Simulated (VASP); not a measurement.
# Al (Fm-3m) in VASP: a series of runs

The runs below take Al through single point, with PBE.

All numbers are computed with VASP 6.6.1; they aren't measurements. Logs are shortened: lines on timing, memory, paths and dates and some standing lists are left out, and cuts for length are marked.

## 1. The cell of the first run

Symmetry: Fm-3m, No. 225, cubic system. The conventional cell has a = 4.045 Å, b = 4.045 Å, c = 4.045 Å, α = 90.00°, β = 90.00°, γ = 90.00°. Within 3.8 Å of Al (site symmetry m-3m) lie 12 Al at 2.86 Å.

## 2. Single point, PBE, non-collinear spin, zero start, spin-orbit coupling

Contents of INCAR:

```
SYSTEM = Al
  PREC = Accurate
  ENCUT = 520
  EDIFF = 1E-6
  ISMEAR = 0
  SIGMA = 0.05
  LREAL = .FALSE.
  LASPH = .TRUE.
  NELM = 150
  ALGO = Normal
  ISIF = 2
  LWAVE = .FALSE.
  LCHARG = .FALSE.
  MAGMOM = 0 0 0
  LORBIT = 11
  LSORBIT = .TRUE.
  GGA_COMPAT = .FALSE.
  LORBMOM = .TRUE.
  GGA = PE
  NBANDS = 14
```

Contents of KPOINTS:

```
regular mesh
0
G
  18 18 18
  0 0 0
```

Contents of POSCAR:

```
Al
1.0
    0.0000000000      2.0222963920      2.0222963920
    2.0222963920      0.0000000000      2.0222963920
    2.0222963920      2.0222963920      0.0000000000
Al
1
Direct
    0.0000000000      0.0000000000      0.0000000000
```

Potentials or basis: VASP PAW PBE potentials, release 64 (Al).

Launch:

```sh
> cat potpaw_PBE.64/Al/POTCAR > POTCAR
> mpirun -np 1 vasp_ncl > vasp.out
```

OUTCAR:

```text
SYSTEM = Al
   PREC = Accurate
   ENCUT = 520
   EDIFF = 1E-6
   ISMEAR = 0
   LREAL = .FALSE.
   LASPH = .TRUE.
   NELM = 150
   ISIF = 2
   LORBIT = 11
   LSORBIT = .TRUE.
   GGA = PE

 ion  position               nearest neighbor table
   1  0.000  0.000  0.000-

  LATTYP: Found a face centered cubic cell.
 ALAT       =     4.0445927840

  Lattice vectors:

 A1 = (   0.0000000000,   2.0222963920,   2.0222963920)
 A2 = (   2.0222963920,   0.0000000000,   2.0222963920)
 A3 = (   2.0222963920,   2.0222963920,   0.0000000000)

Analysis of symmetry for initial positions (statically):
=====================================================================
 Subroutine PRICEL returns:
 Original cell was already a primitive cell.

 Routine SETGRP: Setting up the symmetry group for a
 face centered cubic supercell.

 Subroutine GETGRP returns: Found 48 space group operations
 (whereof 48 operations were pure point group operations)
 out of a pool of 48 trial point group operations.

The static configuration has the point symmetry O_h .

Analysis of symmetry for dynamics (positions and initial velocities):
=====================================================================
 Subroutine PRICEL returns:
 Original cell was already a primitive cell.

 Routine SETGRP: Setting up the symmetry group for a
 face centered cubic supercell.

 Subroutine GETGRP returns: Found 48 space group operations
 (whereof 48 operations were pure point group operations)
 out of a pool of 48 trial point group operations.

The dynamic configuration has the point symmetry O_h .

Analysis of structural, dynamic, and magnetic symmetry:
=====================================================================
 Subroutine PRICEL returns:
 Original cell was already a primitive cell.

 Routine SETGRP: Setting up the symmetry group for a
 face centered cubic supercell.

 Subroutine GETGRP returns: Found 48 space group operations
 (whereof 48 operations were pure point group operations)
 out of a pool of 48 trial point group operations.

The overall configuration has the point symmetry O_h .

 Subroutine INISYM returns: Found 48 space group operations
 (whereof 48 operations are pure point group operations),
 and found     1 'primitive' translations

----------------------------------------------------------------------------------------

                                     Primitive cell

  volume of cell :      16.5411

  direct lattice vectors                    reciprocal lattice vectors
     0.000000000  2.022296392  2.022296392    -0.247243679  0.247243679  0.247243679
     2.022296392  0.000000000  2.022296392     0.247243679 -0.247243679  0.247243679
     2.022296392  2.022296392  0.000000000     0.247243679  0.247243679 -0.247243679

  length of vectors
     2.859958985  2.859958985  2.859958985     0.428238614  0.428238614  0.428238614

  position of ions in fractional coordinates (direct lattice)
     0.000000000  0.000000000  0.000000000

  ion indices of the primitive-cell ions
   primitive index   ion index
                 1           1

----------------------------------------------------------------------------------------

 KPOINTS: regular mesh

Automatic generation of k-mesh.
 Grid dimensions read from file:
 generate k-points for:   18   18   18

 Generating k-lattice:

  Cartesian coordinates                     Fractional coordinates (reciprocal lattice)
    -0.013735760  0.013735760  0.013735760     0.055555556  0.000000000  0.000000000
     0.013735760 -0.013735760  0.013735760     0.000000000  0.055555556  0.000000000
     0.013735760  0.013735760 -0.013735760     0.000000000  0.000000000  0.055555556

  Length of vectors
     0.023791034  0.023791034  0.023791034

  Shift w.r.t. Gamma in fractional coordinates (k-lattice)
     0.000000000  0.000000000  0.000000000

 Subroutine IBZKPT returns following result:
 ===========================================

 Found    195 irreducible k-points:

 Following reciprocal coordinates:
            Coordinates               Weight
  0.000000  0.000000  0.000000      1.000000
  0.055556  0.000000  0.000000      8.000000
  0.111111  0.000000  0.000000      8.000000
  0.166667  0.000000  0.000000      8.000000
  0.222222  0.000000  0.000000      8.000000
  0.277778  0.000000  0.000000      8.000000
[... 16 lines left out ...]
 -0.277778  0.055556  0.000000     24.000000
 -0.222222  0.055556  0.000000     24.000000
 [... further k-points ...]
   k-points           NKPTS =    195   k-points in BZ     NKDIM =    195   number of bands    NBANDS=     14
   number of dos      NEDOS =    301   number of ions     NIONS =      1
   total plane-waves  NPLWV =  13824
   dimension x,y,z NGX =    24 NGY =   24 NGZ =   24
   dimension x,y,z NGXF=    48 NGYF=   48 NGZF=   48
   ions per type =               1
   NGX,Y,Z   is equivalent  to a cutoff of  13.95, 13.95, 13.95 a.u.
   NGXF,Y,Z  is equivalent  to a cutoff of  27.90, 27.90, 27.90 a.u.
 SYSTEM =  Al
   PREC   = accura    normal or accurate (medium, high low for compatibility)
   ISTART =      0    job   : 0-new  1-cont  2-samecut
   ICHARG =      2    charge: 1-file 2-atom 10-const
   ISPIN  =      1    spin polarized calculation?
   LNONCOLLINEAR =      T non collinear calculations
   LSORBIT =      T    spin-orbit coupling
   LASPH  =      T    aspherical Exc in radial PAW
   ENCUT  =  520.0 eV  38.22 Ry    6.18 a.u.   5.32  5.32  5.32*2*pi/ulx,y,z
   NELM   =    150;   NELMIN=  2; NELMDL= -5     # of ELM steps
   EDIFF  = 0.1E-05   stopping-criterion for ELM
   LREAL  =      F    real-space projection
   EDIFFG = 0.1E-04   stopping-criterion for IOM
   NSW    =      0    number of steps for IOM
   IBRION =     -1    ionic relax: 0-MD 1-quasi-New 2-CG
   NFREE  =      0    steps in history (QN), initial steepest desc. (CG)
   ISIF   =      2    stress and relaxation
   ISYM   =      2    0-nonsym 1-usesym 2-fastsym
   POTIM  = 0.5000    time-step for ionic-motion
   TEBEG  =    0.0;   TEEND  =   0.0 temperature during run
   PSTRESS=    0.0 pullay stress
   NELECT =       3.0000    total number of electrons
   NUPDOWN=      -1.0000    fix difference up-down
   EMIN   =  10.00;   EMAX   =-10.00  energy-range for DOS
   EFERMI =   0.00;   METHOD = LEGACY
   ISMEAR =     0;   SIGMA  =   0.05  broadening in eV -4-tet -1-fermi 0-gaus
   EFERMI_NEDOS =   21; number of points for ismear=-14 and -15
   IALGO  =     38    algorithm
   IMIX   =      4    mixing-type and parameters
     AMIX     =   0.40;   BMIX     =  1.00
     AMIX_MAG =   1.60;   BMIX_MAG =  1.00
  volume/ion in A,a.u.               =      16.54       111.62
  Fermi-wavevector in a.u.,A,eV,Ry     =   0.926674  1.751160 11.683666  0.858725
  Thomas-Fermi vector in A             =   2.052662
   LORBIT       =     11    0 simple, 1 ext, 2 COOP (PROOUT), +10 PAW based schemes
   GGA     = PE    functional components
   LHFCALC =     F    Hartree Fock is set to
   AEXX    =    0.0000 exact exchange contribution
   IVDW    =     0    specifies the selected vdW correction
   LEPSILON=     F    determine dielectric tensor
   LRPA    =     F    only Hartree local field effects (RPA)
 Gauss-broadening in eV      SIGMA  =   0.05
  energy-cutoff  :      520.00
  volume of cell :       16.54
 maximum number of plane-waves:       918
 NGX is ok and might be reduce to    24
   NGX = 11   NGY = 11   NGZ = 11

 number of electron       3.0000000 magnetization       0.0000000      0.0000000      0.0000000

 number of electron       3.0000000 magnetization       0.0000000     -0.0000000      0.0000000

 number of electron       3.0000000 magnetization      -0.0000000      0.0000000     -0.0000000

 Free energy of the ion-electron system (eV)
  ---------------------------------------------------
  ext. energy  EPLUGINS =         0.00000000
  ---------------------------------------------------
  free energy    TOTEN  =        -3.74328705 eV

  energy without entropy =       -3.74219635  energy(sigma->0) =       -3.74274170

 E-fermi :   7.9635     XC(G=0): -10.1875

 val. band max:        7.9601387931   @ k =  -0.2778   0.2778   0.0556
 cond. band min:       7.9686617365   @ k =  -0.2778   0.5000   0.2222
 fundamental gap:      0.0085229434
 Fermi energy:         7.9635359192

 k-point     1 :       0.0000    0.0000    0.0000
  band No.  band energies     occupation
      1      -3.1429      1.00000
      2      -3.1429      1.00000
      3      20.5798      0.00000
      4      20.5798      0.00000
      5      20.5798      0.00000
      6      20.5798      0.00000
      7      20.5798      0.00000
      8      20.5798      0.00000
      9      22.0097      0.00000
     10      22.0097      0.00000
     11      22.0748      0.00000
     12      22.0748      0.00000
     13      22.0748      0.00000
     14      22.0748      0.00000

 k-point     2 :       0.0556    0.0000    0.0000
  band No.  band energies     occupation
      1      -3.0591      1.00000
      2      -3.0591      1.00000
      3      19.0605      0.00000
      4      19.0605      0.00000
      5      20.2614      0.00000
      6      20.2614      0.00000
      7      20.2693      0.00000
      8      20.2693      0.00000
      9      22.4768      0.00000
     10      22.4768      0.00000
     11      22.5158      0.00000
     12      22.5158      0.00000
     13      22.6356      0.00000
     14      22.6356      0.00000
[... 343 lines left out ...]
      1      -0.7058      1.00000
      2      -0.7058      1.00000
      3       9.8041      0.00000
      4       9.8041      0.00000
      5      17.0817      0.00000
      6      17.0817      0.00000
      7      19.9470      0.00000
      8      19.9470      0.00000
      9      20.8487      0.00000
     10      20.8487      0.00000
     11      22.2801      0.00000
     12      22.2801      0.00000
     13      22.8963      0.00000
     14      22.8963      0.00000

 k-point    24 :      -0.2222    0.0556    0.0000
  band No.  band energies     occupation
      1      -1.5043      1.00000
      2      -1.5043      1.00000
      3      11.8096      0.00000
      4      11.8096      0.00000
      5      17.2435      0.00000
      6      17.2435      0.00000
      7      20.0906      0.00000
      8      20.0906      0.00000
      9      21.8341      0.00000
     10      21.8341      0.00000
     11      22.8824      0.00000
     12      22.8824      0.00000
     13      23.3288      0.00000
     14      23.3288      0.00000

 [... further k-points ...]
[... 5 lines left out ...]
  --------------------------------------------------------------------------------------
  -------------------------------------------------------------------------------------
  Total       -0.0182867     -0.0182867     -0.0182867      0.0000000      0.0000000     -0.0000000
  in kB       -1.7712600     -1.7712600     -1.7712600      0.0000000      0.0000000     -0.0000000
  external PRESSURE =      -1.7712600 kB  Pullay stress =       0.0000000 kB

 VOLUME and BASIS-vectors are now :
 -----------------------------------------------------------------------------
  energy-cutoff  :      520.00
  volume of cell :       16.54
      direct lattice vectors                 reciprocal lattice vectors
     0.000000000  2.022296392  2.022296392    -0.247243679  0.247243679  0.247243679
     2.022296392  0.000000000  2.022296392     0.247243679 -0.247243679  0.247243679
     2.022296392  2.022296392  0.000000000     0.247243679  0.247243679 -0.247243679

 POSITION                                       TOTAL-FORCE (eV/Angst)
 -----------------------------------------------------------------------------------
      0.00000      0.00000      0.00000         0.000000      0.000000      0.000000
 -----------------------------------------------------------------------------------
    total drift:                               -0.000000      0.000000      0.000000

  FREE ENERGIE OF THE ION-ELECTRON SYSTEM (eV)
  ---------------------------------------------------
  free  energy   TOTEN  =        -3.7432870520 eV

  energy  without entropy=       -3.7421963511  energy(sigma->0) =       -3.74274170

 orbital moment (x)

 # of ion     p       tot
 --------------------------------
  1         0.000   0.000
 --------------------------------
            0.000   0.000

 orbital moment (y)

 # of ion     p       tot
 --------------------------------
  1         0.000   0.000
 --------------------------------
            0.000   0.000

 orbital moment (z)

 # of ion     p       tot
 --------------------------------
  1         0.000   0.000
 --------------------------------
            0.000   0.000

 Spin-Orbit-Coupling matrix elements

 Ion:    1  E_soc:     -0.0001092
 l=   1
     0.0000000    -0.0000182    -0.0000182
    -0.0000182     0.0000000    -0.0000182
    -0.0000182    -0.0000182     0.0000000
 l=   2
     0.0000000     0.0000000     0.0000000     0.0000000     0.0000000
     0.0000000     0.0000000     0.0000000     0.0000000     0.0000000
     0.0000000     0.0000000     0.0000000     0.0000000     0.0000000
     0.0000000     0.0000000     0.0000000     0.0000000     0.0000000
     0.0000000     0.0000000     0.0000000     0.0000000     0.0000000
 l=   3
     0.0000000     0.0000000     0.0000000     0.0000000     0.0000000     0.0000000     0.0000000
     0.0000000     0.0000000     0.0000000     0.0000000     0.0000000     0.0000000     0.0000000
     0.0000000     0.0000000     0.0000000     0.0000000     0.0000000     0.0000000     0.0000000
     0.0000000     0.0000000     0.0000000     0.0000000     0.0000000     0.0000000     0.0000000
     0.0000000     0.0000000     0.0000000     0.0000000     0.0000000     0.0000000     0.0000000
     0.0000000     0.0000000     0.0000000     0.0000000     0.0000000     0.0000000     0.0000000
     0.0000000     0.0000000     0.0000000     0.0000000     0.0000000     0.0000000     0.0000000

 total charge

# of ion       s       p       d       tot
------------------------------------------
    1        0.430   0.337   0.000   0.767

 magnetization (x)

# of ion       s       p       d       tot
------------------------------------------
    1        0.000  -0.000   0.000  -0.000

 magnetization (y)

# of ion       s       p       d       tot
------------------------------------------
    1        0.000  -0.000   0.000  -0.000

 magnetization (z)

# of ion       s       p       d       tot
------------------------------------------
    1        0.000  -0.000   0.000  -0.000
```

Run time: 54 s. Hardware: 1 thread of Intel Xeon Platinum 8488C (Sapphire Rapids), shared host; peak memory 0.22 GiB.

What came out:

| Item | Value |
| --- | --- |
| Free energy | -3.7433 eV |
| Pressure | -0.2 GPa |
| Net moment | 0.00 μB per cell |
| Valence electrons inside the program's atomic spheres | Al 0.77 |

Moments on the atoms (μB; x, y, z):
```
Al  0.00 0.00 0.00
```

## 3. Single point, PBE, non-collinear spin, zero start, spin-orbit coupling

This run uses another cell than the first one, of 16.51 Å³/atom, 0.998 times its volume.

Contents of INCAR:

```
SYSTEM = Al
PREC     = Accurate       ! precision mode
ENCUT    = 520            ! plane-wave cutoff, eV
EDIFF    = 1E-6           ! SCF threshold, eV
ISMEAR   = 0              ! smearing method
SIGMA    = 0.05           ! smearing width, eV
LREAL    = .False.        ! projectors in reciprocal space
LASPH    = .True.         ! aspherical terms in the spheres
NELM     = 150            ! most SCF steps
ALGO     = Fast           ! electronic algorithm
ISIF     = 2              ! what is computed and relaxed
LWAVE    = .False.        ! write WAVECAR
LCHARG   = .True.         ! write CHGCAR
MAGMOM   = 0 0 0          ! initial moments
LORBIT   = 11             ! projections on sites
LSORBIT  = .True.         ! spin-orbit coupling
GGA_COMPAT= .False.      
LORBMOM  = .True.       
GGA      = PE             ! functional
LVHAR    = .True.       
NBANDS   = 14             ! bands
```

Contents of KPOINTS:

```
regular mesh
0
Gamma
  18 18 18
  0 0 0
```

Contents of POSCAR:

```
Al
1.0
    0.0000000000      2.0209177582      2.0209177582
    2.0209177582      0.0000000000      2.0209177582
    2.0209177582      2.0209177582      0.0000000000
Al
1
Direct
    0.0000000000      0.0000000000      0.0000000000
```

Potentials or basis: VASP PAW PBE potentials, release 64 (Al).

Launch:

```sh
> cat potpaw_PBE.64/Al/POTCAR > POTCAR
> mpirun -np 1 vasp_ncl > vasp.out
```

Run time: 92 s. Hardware: 1 thread of Intel Xeon Platinum 8375C at 2.90GHz (Ice Lake), shared host; peak memory 0.22 GiB.

Results (log left out):

- Free energy: -3.7433 eV
- Pressure: 0.0 GPa
- Net moment: 0.00 μB per cell
- Valence electrons inside the program's atomic spheres: Al 0.77

Moments on the atoms (μB; x, y, z):
```
Al  0.00 0.00 0.00
```
